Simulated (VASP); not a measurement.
TaSiO4:

```
Ta Si O
1.0
     0.00000    3.16645    3.16645
     3.16645    0.00000    3.16645
     3.16645    3.16645    0.00000
Ta Si O
1 1 4
Direct
  0.75000 0.75000 0.75000
  0.00000 0.00000 0.00000
  0.37410 0.87770 0.37410
  0.37410 0.37410 0.87770
  0.37410 0.37410 0.37410
  0.87770 0.37410 0.37410
```

```yaml
Program: VASP 6.6.1
Task: relaxation of cell and atoms
Functional: PBE
Potentials_or_basis: VASP PAW PBE potentials, release 64 (Ta_pv, Si, O)
Cutoff: 600 eV
k_mesh: 6 × 6 × 6
Occupations: gaussian, width 0.1 eV
Spin: no spin polarisation
```

At the start: pressure -9.1 GPa; volume 10.58 Å³/atom.

Q: How do energy, volume and symmetry change on relaxing?

A: Over 5 steps the energy falls by 22.0 meV/atom and the volume is 9.99 Å³/atom (-5.6 %); space group F-43m (No. 216, to 0.05 Å).

The path:
```tsv
step	energy change (eV)	largest force (eV/Å)	pressure (GPa)	volume (Å³)
1	0.0000	0.5312	-9.10	63.50
2	-0.0966	0.0727	6.22	58.13
3	-0.1294	0.1657	0.48	59.83
4	-0.1294	0.1566	0.69	59.76
5	-0.1319	0.0323	0.22	59.94
```

Final structure:
```yaml
crystal:
  lattice:
    - [0.00000, 3.10619, 3.10619]
    - [3.10619, 0.00000, 3.10619]
    - [3.10619, 3.10619, 0.00000]
  atoms:
    - { symbol: Ta, position: [0.75000, 0.75000, 0.75000] }
    - { symbol: Si, position: [0.00000, 0.00000, 0.00000] }
    - { symbol: O, position: [0.37643, 0.87072, 0.37643] }
    - { symbol: O, position: [0.37643, 0.37643, 0.87072] }
    - { symbol: O, position: [0.37643, 0.37643, 0.37643] }
    - { symbol: O, position: [0.87072, 0.37643, 0.37643] }
```

Caveat: an odd number of electrons without spin polarisation forces a metal; a magnetic or distorted state may lie lower.
